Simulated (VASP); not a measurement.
# KCl (Pm-3m) in VASP: further runs

KCl is run at these levels: PBEsol; tasks: single point.

All numbers are computed with VASP 6.6.1; they aren't measurements. Logs are shortened: lines on timing, memory, paths and dates and some standing lists are left out, and cuts for length are marked.

### 1 The cell of the first run

Symmetry: Pm-3m, No. 221, cubic system. Conventional cell: a = 3.560 Å, b = 3.560 Å, c = 3.560 Å, α = 90.00°, β = 90.00°, γ = 90.00°. Within 4.1 Å of K (site symmetry m-3m) lie 8 Cl at 3.08 Å and 6 K at 3.56 Å. Cl (site symmetry m-3m) has 8 K at 3.08 Å and 6 Cl at 3.56 Å within 4.1 Å.

### 2 Single point, PBEsol (volume scaled by 0.94)

The input, INCAR:

```
SYSTEM = KCl
ALGO = Normal
EDIFF = 1E-7
ENCUT = 520
GGA = PS
ISIF = 2
ISMEAR = -1
LASPH = .True.
LCHARG = .True.
LELF = .True.
LREAL = .False.
LVHAR = .True.
LWAVE = .False.
NBANDS = 15
NELM = 100
PREC = Accurate
SIGMA = 0.01
```

The input, KPOINTS:

```
k-points
0
Gamma
  7 7 7
  0 0 0
```

The input, POSCAR:

```
KCl
1.0
    3.5598159191      0.0000000000      0.0000000000
    0.0000000000      3.5598159191      0.0000000000
    0.0000000000      0.0000000000      3.5598159191
K Cl
1 1
Direct
    0.0000000000      0.0000000000      0.0000000000
    0.5000000000      0.5000000000      0.5000000000
```

Potentials or basis: VASP PAW PBE potentials, release 64 (K_sv, Cl).

Launch:

```console
$ cat potpaw_PBE.64/K_sv/POTCAR potpaw_PBE.64/Cl/POTCAR > POTCAR
$ mpirun -np 1 vasp_std > vasp.out
```

OUTCAR:

```text
SYSTEM = KCl
   EDIFF = 1E-7
   ENCUT = 520
   GGA = PS
   ISIF = 2
   ISMEAR = -1
   LASPH = .True.
   LREAL = .False.
   NELM = 100
   PREC = Accurate

 ion  position               nearest neighbor table
   1  0.000  0.000  0.000-   2 3.08   2 3.08   2 3.08   2 3.08   2 3.08   2 3.08   2 3.08   2 3.08

   2  0.500  0.500  0.500-   1 3.08   1 3.08   1 3.08   1 3.08   1 3.08   1 3.08   1 3.08   1 3.08

  LATTYP: Found a simple cubic cell.
 ALAT       =     3.5598159191

  Lattice vectors:

 A1 = (   3.5598159191,   0.0000000000,   0.0000000000)
 A2 = (   0.0000000000,   3.5598159191,   0.0000000000)
 A3 = (   0.0000000000,   0.0000000000,   3.5598159191)

Analysis of symmetry for initial positions (statically):
=====================================================================
 Subroutine PRICEL returns:
 Original cell was already a primitive cell.

 Routine SETGRP: Setting up the symmetry group for a
 simple cubic supercell.

 Subroutine GETGRP returns: Found 48 space group operations
 (whereof 48 operations were pure point group operations)
 out of a pool of 48 trial point group operations.

The static configuration has the point symmetry O_h .

Analysis of symmetry for dynamics (positions and initial velocities):
=====================================================================
 Subroutine PRICEL returns:
 Original cell was already a primitive cell.

 Routine SETGRP: Setting up the symmetry group for a
 simple cubic supercell.

 Subroutine GETGRP returns: Found 48 space group operations
 (whereof 48 operations were pure point group operations)
 out of a pool of 48 trial point group operations.

The dynamic configuration has the point symmetry O_h .

 Subroutine INISYM returns: Found 48 space group operations
 (whereof 48 operations are pure point group operations),
 and found     1 'primitive' translations

----------------------------------------------------------------------------------------

                                     Primitive cell

  volume of cell :      45.1110

  direct lattice vectors                    reciprocal lattice vectors
     3.559815919  0.000000000  0.000000000     0.280913402  0.000000000  0.000000000
     0.000000000  3.559815919  0.000000000     0.000000000  0.280913402  0.000000000
     0.000000000  0.000000000  3.559815919     0.000000000  0.000000000  0.280913402

  length of vectors
     3.559815919  3.559815919  3.559815919     0.280913402  0.280913402  0.280913402

  position of ions in fractional coordinates (direct lattice)
     0.000000000  0.000000000  0.000000000
     0.500000000  0.500000000  0.500000000

  ion indices of the primitive-cell ions
   primitive index   ion index
                 1           1
                 2           2

----------------------------------------------------------------------------------------

 KPOINTS: k-points

Automatic generation of k-mesh.
 Grid dimensions read from file:
 generate k-points for:    7    7    7

 Generating k-lattice:

  Cartesian coordinates                     Fractional coordinates (reciprocal lattice)
     0.040130486  0.000000000  0.000000000     0.142857143  0.000000000  0.000000000
     0.000000000  0.040130486  0.000000000     0.000000000  0.142857143  0.000000000
     0.000000000  0.000000000  0.040130486     0.000000000  0.000000000  0.142857143

  Length of vectors
     0.040130486  0.040130486  0.040130486

  Shift w.r.t. Gamma in fractional coordinates (k-lattice)
     0.000000000  0.000000000  0.000000000

 Subroutine IBZKPT returns following result:
 ===========================================

 Found     20 irreducible k-points:

 Following reciprocal coordinates:
            Coordinates               Weight
  0.000000  0.000000  0.000000      1.000000
  0.142857  0.000000  0.000000      6.000000
  0.285714  0.000000  0.000000      6.000000
  0.428571  0.000000  0.000000      6.000000
  0.142857  0.142857  0.000000     12.000000
  0.285714  0.142857  0.000000     24.000000
[... 12 lines left out ...]
  0.428571  0.428571  0.285714     24.000000
  0.428571  0.428571  0.428571      8.000000
   k-points           NKPTS =     20   k-points in BZ     NKDIM =     20   number of bands    NBANDS=     15
   number of dos      NEDOS =    301   number of ions     NIONS =      2
   total plane-waves  NPLWV =  21952
   dimension x,y,z NGX =    28 NGY =   28 NGZ =   28
   dimension x,y,z NGXF=    56 NGYF=   56 NGZF=   56
   ions per type =               1   1
   NGX,Y,Z   is equivalent  to a cutoff of  13.08, 13.08, 13.08 a.u.
   NGXF,Y,Z  is equivalent  to a cutoff of  26.15, 26.15, 26.15 a.u.
 SYSTEM =  KCl
   PREC   = accura    normal or accurate (medium, high low for compatibility)
   ISTART =      0    job   : 0-new  1-cont  2-samecut
   ICHARG =      2    charge: 1-file 2-atom 10-const
   ISPIN  =      1    spin polarized calculation?
   LNONCOLLINEAR =      F non collinear calculations
   LSORBIT =      F    spin-orbit coupling
   LASPH  =      T    aspherical Exc in radial PAW
   ENCUT  =  520.0 eV  38.22 Ry    6.18 a.u.   6.62  6.62  6.62*2*pi/ulx,y,z
   NELM   =    100;   NELMIN=  2; NELMDL= -5     # of ELM steps
   EDIFF  = 0.1E-06   stopping-criterion for ELM
   LREAL  =      F    real-space projection
   EDIFFG = 0.1E-05   stopping-criterion for IOM
   NSW    =      0    number of steps for IOM
   IBRION =     -1    ionic relax: 0-MD 1-quasi-New 2-CG
   NFREE  =      0    steps in history (QN), initial steepest desc. (CG)
   ISIF   =      2    stress and relaxation
   ISYM   =      2    0-nonsym 1-usesym 2-fastsym
   POTIM  = 0.5000    time-step for ionic-motion
   TEBEG  =    0.0;   TEEND  =   0.0 temperature during run
   PSTRESS=    0.0 pullay stress
   NELECT =      16.0000    total number of electrons
   NUPDOWN=      -1.0000    fix difference up-down
   EMIN   =  10.00;   EMAX   =-10.00  energy-range for DOS
   EFERMI =   0.00;   METHOD = LEGACY
   ISMEAR =    -1;   SIGMA  =   0.01  broadening in eV -4-tet -1-fermi 0-gaus
   EFERMI_NEDOS =   21; number of points for ismear=-14 and -15
   IALGO  =     38    algorithm
   IMIX   =      4    mixing-type and parameters
     AMIX     =   0.40;   BMIX     =  1.00
     AMIX_MAG =   1.60;   BMIX_MAG =  1.00
  volume/ion in A,a.u.               =      22.56       152.21
  Fermi-wavevector in a.u.,A,eV,Ry     =   1.158832  2.189876 18.271161  1.342892
  Thomas-Fermi vector in A             =   2.295431
   LORBIT       =      0    0 simple, 1 ext, 2 COOP (PROOUT), +10 PAW based schemes
   GGA     = PS    functional components
   LHFCALC =     F    Hartree Fock is set to
   AEXX    =    0.0000 exact exchange contribution
   IVDW    =     0    specifies the selected vdW correction
   LEPSILON=     F    determine dielectric tensor
   LRPA    =     F    only Hartree local field effects (RPA)
 non-spin polarized calculation
  energy-cutoff  :      520.00
  volume of cell :       45.11
 maximum number of plane-waves:      1235
 NGX is ok and might be reduce to    28
   NGX = 13   NGY = 13   NGZ = 13

 number of electron      16.0000005 magnetization

 Free energy of the ion-electron system (eV)
  ---------------------------------------------------
  ext. energy  EPLUGINS =         0.00000000
  ---------------------------------------------------
  free energy    TOTEN  =        -6.82067720 eV

  energy without entropy =       -6.82067720  energy(sigma->0) =       -6.82067720

 E-fermi :   0.6829     XC(G=0):  -9.3273

 val. band max:        0.3495669097   @ k =   0.4286   0.4286   0.0000
 cond. band min:       6.0921062351   @ k =   0.0000   0.0000   0.0000
 fundamental gap:      5.7425393254
 Fermi energy:         0.6828524629

 k-point     1 :       0.0000    0.0000    0.0000
  band No.  band energies     occupation
      1     -27.2077      2.00000
      2     -12.6748      2.00000
      3     -10.5969      2.00000
      4     -10.5969      2.00000
      5     -10.5969      2.00000
      6       0.1420      2.00000
      7       0.1420      2.00000
      8       0.1420      2.00000
      9       6.0921      0.00000
     10       6.4771      0.00000
     11       6.4771      0.00000
     12      11.5539      0.00000
     13      11.5539      0.00000
     14      11.5539      0.00000
     15      14.8399      0.00000

 k-point     2 :       0.1429    0.0000    0.0000
  band No.  band energies     occupation
      1     -27.1979      2.00000
      2     -12.7243      2.00000
      3     -10.5832      2.00000
      4     -10.5832      2.00000
      5     -10.5639      2.00000
      6      -0.4029      2.00000
      7       0.1237      2.00000
      8       0.1237      2.00000
      9       6.6140      0.00000
     10       6.6795      0.00000
     11       7.1325      0.00000
     12      11.4802      0.00000
     13      11.4802      0.00000
     14      11.6826      0.00000
     15      13.8749      0.00000

 k-point     3 :       0.2857    0.0000    0.0000
  band No.  band energies     occupation
      1     -27.1757      2.00000
      2     -12.8419      2.00000
      3     -10.5521      2.00000
      4     -10.5521      2.00000
      5     -10.4710      2.00000
      6      -1.3770      2.00000
      7       0.0806      2.00000
      8       0.0806      2.00000
      9       7.2604      0.00000
     10       7.7241      0.00000
     11       8.6021      0.00000
     12      11.4348      0.00000
     13      11.4348      0.00000
     14      12.0151      0.00000
     15      12.1173      0.00000

 k-point     4 :       0.4286    0.0000    0.0000
  band No.  band energies     occupation
      1     -27.1577      2.00000
      2     -12.9410      2.00000
      3     -10.5270      2.00000
      4     -10.5270      2.00000
      5     -10.3782      2.00000
      6      -2.0255      2.00000
      7       0.0439      2.00000
      8       0.0439      2.00000
      9       8.0361      0.00000
     10       8.8819      0.00000
     11       9.6830      0.00000
     12      10.6435      0.00000
     13      11.5856      0.00000
     14      11.5856      0.00000
     15      12.3473      0.00000
[... 235 lines left out ...]
 k-point    18 :       0.4286    0.2857    0.2857
  band No.  band energies     occupation
      1     -27.1024      2.00000
      2     -12.3192      2.00000
      3     -10.8735      2.00000
      4     -10.7773      2.00000
      5     -10.7564      2.00000
      6      -1.4123      2.00000
      7      -1.0396      2.00000
      8      -0.7224      2.00000
      9       8.4082      0.00000
     10       8.9454      0.00000
     11       9.1852      0.00000
     12      10.8123      0.00000
     13      10.8955      0.00000
     14      11.3432      0.00000
     15      14.2538      0.00000

 k-point    19 :       0.4286    0.4286    0.2857
  band No.  band energies     occupation
      1     -27.0873      2.00000
      2     -12.1286      2.00000
      3     -10.9589      2.00000
      4     -10.9149      2.00000
      5     -10.7620      2.00000
      6      -1.3928      2.00000
      7      -1.3843      2.00000
      8      -0.9068      2.00000
      9       8.2245      0.00000
     10       9.2788      0.00000
     11       9.4398      0.00000
     12      10.2657      0.00000
     13      11.7993      0.00000
     14      11.8216      0.00000
     15      14.0285      0.00000

 k-point    20 :       0.4286    0.4286    0.4286
  band No.  band energies     occupation
      1     -27.0726      2.00000
      2     -12.0045      2.00000
      3     -10.9142      2.00000
      4     -10.9113      2.00000
      5     -10.9113      2.00000
      6      -1.5183      2.00000
      7      -1.5183      2.00000
      8      -1.4300      2.00000
      9       9.2077      0.00000
     10       9.5922      0.00000
     11       9.5922      0.00000
     12      11.2850      0.00000
     13      11.2975      0.00000
     14      11.2975      0.00000
     15      13.9157      0.00000

------------------------ aborting loop because EDIFF is reached ----------------------------------------

  FORCE on cell =-STRESS in cart. coord.  units (eV):
  Direction    XX          YY          ZZ          XY          YZ          ZX
  --------------------------------------------------------------------------------------
  -------------------------------------------------------------------------------------
  Total        1.3358038      1.3358038      1.3358038      0.0000000      0.0000000      0.0000000
  in kB       47.4428357     47.4428357     47.4428357      0.0000000      0.0000000      0.0000000
  external PRESSURE =      47.4428357 kB  Pullay stress =       0.0000000 kB

 VOLUME and BASIS-vectors are now :
 -----------------------------------------------------------------------------
  energy-cutoff  :      520.00
  volume of cell :       45.11
      direct lattice vectors                 reciprocal lattice vectors
     3.559815919  0.000000000  0.000000000     0.280913402  0.000000000  0.000000000
     0.000000000  3.559815919  0.000000000     0.000000000  0.280913402  0.000000000
     0.000000000  0.000000000  3.559815919     0.000000000  0.000000000  0.280913402

 POSITION                                       TOTAL-FORCE (eV/Angst)
 -----------------------------------------------------------------------------------
      0.00000      0.00000      0.00000         0.000000      0.000000      0.000000
      1.77991      1.77991      1.77991         0.000000      0.000000      0.000000
 -----------------------------------------------------------------------------------
    total drift:                               -0.000000      0.000000      0.000000

  FREE ENERGIE OF THE ION-ELECTRON SYSTEM (eV)
  ---------------------------------------------------
  free  energy   TOTEN  =        -6.8206771995 eV

  energy  without entropy=       -6.8206771995  energy(sigma->0) =       -6.82067720
```

Wall time 6.3 s (1 thread of Intel Xeon 6975P-C (Granite Rapids), shared host); peak memory 0.15 GiB.

Results:

```yaml
Free_energy: -6.8207 eV
Pressure: 4.7 GPa
Band_gap_on_the_k_mesh: 5.74 eV, indirect (least direct gap 5.95 eV)
```

Caveat: the PAW data sets were made with another functional, which shifts forces and pressure a little. A k mesh can miss the band edges.

### 3 Single point, PBEsol (volume scaled by 0.96)

The input, INCAR:

```
PREC = Accurate ; ENCUT = 520
EDIFF = 1E-7 ; ISMEAR = -1
SIGMA = 0.01 ; LREAL = False
LASPH = True ; NELM = 60
ALGO = Normal ; ISIF = 2
LWAVE = False ; LCHARG = True
GGA = PS ; LELF = True
LVHAR = True ; NBANDS = 15
```

The input, KPOINTS:

```
Automatic mesh
0
Gamma
  7 7 7
```

The input, POSCAR:

```
KCl
1.0
    3.5848858712      0.0000000000      0.0000000000
    0.0000000000      3.5848858712      0.0000000000
    0.0000000000      0.0000000000      3.5848858712
K Cl
1 1
Direct
    0.0000000000      0.0000000000      0.0000000000
    0.5000000000      0.5000000000      0.5000000000
```

Potentials or basis: VASP PAW PBE potentials, release 64 (K_sv, Cl).

Launch:

```console
$ cat potpaw_PBE.64/K_sv/POTCAR potpaw_PBE.64/Cl/POTCAR > POTCAR
$ mpirun -np 1 vasp_std > vasp.out
```

Wall time 6.2 s (1 thread of Intel Xeon 6975P-C (Granite Rapids), shared host); peak memory 0.15 GiB.

The run converged. Its results:

* Free energy: -6.8468 eV
* Pressure: 3.9 GPa
* Band gap on the k mesh: 5.62 eV, indirect (least direct gap 5.83 eV)

Levels at points of the mesh, in eV from the valence-band top:
| k point | band 5 | band 6 | band 7 | band 8 | band 9 | band 10 | band 11 | band 12 |
| --- | --- | --- | --- | --- | --- | --- | --- | --- |
| (0.00, 0.00, 0.00) | -10.97 | -0.21 | -0.21 | -0.21 | 5.62 | 6.17 | 6.17 | 11.16 |

Caveat: the PAW data sets were made with another functional, which shifts forces and pressure a little. A k mesh can miss the band edges.

### 4 Single point, PBEsol (volume scaled by 0.98)

The input, INCAR:

```
PREC = Accurate
ENCUT = 520
EDIFF = 1E-6
ISMEAR = -1
SIGMA = 0.01
LREAL = False
LASPH = True
NELM = 60
ALGO = Normal
ISIF = 2
LWAVE = False
LCHARG = True
GGA = PS
LELF = True
LVHAR = True
NBANDS = 15
```

The input, KPOINTS:

```
regular mesh
0
Gamma
  7 7 7
```

The input, POSCAR:

```
KCl
1.0
    3.6096100034      0.0000000000      0.0000000000
    0.0000000000      3.6096100034      0.0000000000
    0.0000000000      0.0000000000      3.6096100034
K Cl
1 1
Direct
    0.0000000000      0.0000000000      0.0000000000
    0.5000000000      0.5000000000      0.5000000000
```

Launch:

```console
$ cat potpaw_PBE.64/K_sv/POTCAR potpaw_PBE.64/Cl/POTCAR > POTCAR
$ mpirun -np 1 vasp_std > vasp.out
```

It took 5.9 s on 1 thread of Intel Xeon 6975P-C (Granite Rapids), shared host; peak memory 0.16 GiB.

It converged, with:

```yaml
Free_energy: -6.8678 eV
Pressure: 3.1 GPa
Band_gap_on_the_k_mesh: 5.50 eV, indirect (least direct gap 5.71 eV)
```

Levels at points of the mesh, in eV from the valence-band top:
```tsv
k point	band 5	band 6	band 7	band 8	band 9	band 10	band 11	band 12
(0.00, 0.00, 0.00)	-11.00	-0.21	-0.21	-0.21	5.50	6.21	6.21	11.11
```

Caveat: the PAW data sets were made with another functional, which shifts forces and pressure a little. A k mesh can miss the band edges.

### 5 Single point, PBEsol (volume scaled by 1.01)

The input, INCAR:

```
SYSTEM = KCl
PREC = Accurate
ENCUT = 520
EDIFF = 1E-6
ISMEAR = -1
SIGMA = 0.01
LREAL = .False.
LASPH = .True.
NELM = 60
ALGO = Normal
ISIF = 2
LWAVE = .False.
LCHARG = .False.
GGA = PS
NBANDS = 15
```

The input, KPOINTS:

```
Automatic mesh
0
Gamma
  7 7 7
  0 0 0
```

The input, POSCAR:

```
KCl
1.0
    3.6460731784      0.0000000000      0.0000000000
    0.0000000000      3.6460731784      0.0000000000
    0.0000000000      0.0000000000      3.6460731784
K Cl
1 1
Direct
    0.0000000000      0.0000000000      0.0000000000
    0.5000000000      0.5000000000      0.5000000000
```

Launch:

```console
$ cat potpaw_PBE.64/K_sv/POTCAR potpaw_PBE.64/Cl/POTCAR > POTCAR
$ mpirun -np 1 vasp_std > vasp.out
```

Wall time 6 s (1 thread of Intel Xeon 6975P-C (Granite Rapids), shared host); peak memory 0.15 GiB.

Results (log left out):

```yaml
Free_energy: -6.8912 eV
Pressure: 2.0 GPa
Band_gap_on_the_k_mesh: 5.34 eV, indirect (least direct gap 5.55 eV)
```

Levels at points of the mesh, in eV from the valence-band top:
| k point | band 5 | band 6 | band 7 | band 8 | band 9 | band 10 | band 11 | band 12 |
| --- | --- | --- | --- | --- | --- | --- | --- | --- |
| (0.00, 0.00, 0.00) | -11.05 | -0.20 | -0.20 | -0.20 | 5.34 | 6.27 | 6.27 | 11.04 |

Caveat: the PAW data sets were made with another functional, which shifts forces and pressure a little. A k mesh can miss the band edges.

### 6 The runs side by side

```tsv
cell	gap on the mesh (eV)	pressure (GPa)
a = 3.560 Å, 2 atoms	5.74	4.7
a = 3.585 Å, 2 atoms	5.62	3.9
a = 3.610 Å, 2 atoms	5.50	3.1
a = 3.646 Å, 2 atoms	5.34	2.0
```

Alike in all rows: task single point; level PBEsol; potentials or basis VASP PAW PBE potentials, release 64 (K_sv, Cl); no spin polarisation; k mesh 7 × 7 × 7; cutoff (eV) 520; smearing fermi-dirac 0.01 eV.

Caveats: the PAW data sets were made with another functional, which shifts forces and pressure a little.

Absolute energies hang on the potentials; compare differences alone.
